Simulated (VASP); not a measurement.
A run of VASP 6.6.1:

The input INCAR:

```
  PREC = Accurate
  ENCUT = 600
  EDIFF = 1E-7
  ISMEAR = 0
  SIGMA = 0.1
  LREAL = False
  LASPH = True
  NELM = 60
  ALGO = Normal
  ISIF = 8
  LWAVE = False
  LCHARG = False
  IBRION = 2
  NSW = 80
  EDIFFG = -0.02
```

File KPOINTS:

```
regular mesh
0
Gamma
  7 7 6
```

The input POSCAR:

```
CdPd
1.0
    3.0276000000      0.0000000000      0.0000000000
    0.0000000000      3.0276000000      0.0000000000
    0.0000000000      0.0000000000      3.6310000000
Cd Pd
1 1
Direct
    0.0000000000      0.0000000000      0.0000000000
    0.5000000000      0.5000000000      0.5000000000
```

Potentials or basis: VASP PAW LDA potentials, release 64 (Cd, Pd).

Launch:

```sh
$ cat potpaw_LDA.64/Cd/POTCAR potpaw_LDA.64/Pd/POTCAR > POTCAR
$ mpirun -np 1 vasp_std > vasp.out
```

Hardware: 1 thread of Intel Xeon 8259CL (shared host).

Problem. Estimate the wall time of this run.

Solution. It took 57 s on 1 thread of Intel Xeon 8259CL, with other jobs on the host, peak memory 0.16 GiB. Counts: scf iterations 30, k points 40, ion steps 3.
